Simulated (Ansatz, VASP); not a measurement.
## Two plane-wave programs on HfN

```xyz
2
Lattice="0.0000 2.3098 2.3098 2.2590 0.0508 2.2590 2.2590 2.2590 0.0508" Properties=species:S:1:pos:R:3 pbc="T T T"
Hf    0.0000    0.0000    0.0000
N     2.2590    2.3098    2.3098
```

Change from the starting cell: strain +0.0450 x Voigt [0, 0, 0, 1, 0, 0], atoms carried along.

Alike in both runs: task single point; functional PBE; k mesh 18 × 18 × 18; occupations gaussian, width 0.15 eV; no spin polarisation.

|  | VASP | Ansatz |
| --- | --- | --- |
| version | VASP 6.6.1 | Ansatz 0.2.0 |
| potentials or method | VASP PAW PBE potentials, release 64 (Hf_pv, N), cutoff 520 eV | scalar-relativistic, plane waves, PAW |
| valence electrons in the cell | 15 | 31 |

VASP gave:

| Property | Result |
| --- | --- |
| gap on the k mesh at the Fermi level (eV) | none |
| pressure (GPa) | 3.2 |
| traceless stress, the component that is largest in VASP (GPa) | -5.51 |

Task: What did Ansatz give for the same quantities?

Result: gap on the k mesh at the Fermi level (eV): none; pressure (GPa): 5.6; traceless stress, the component that is largest in VASP (GPa): -5.41.

A gap of «none» marks a metal or a gap that the smearing closes. With one functional, cell and mesh, what is left measures potentials, basis and numerics. VASP's potentials hold 15 valence electrons a cell and Ansatz's 31, so a difference there can come from the potentials and not from the codes.

Neither program's run includes spin-orbit coupling.
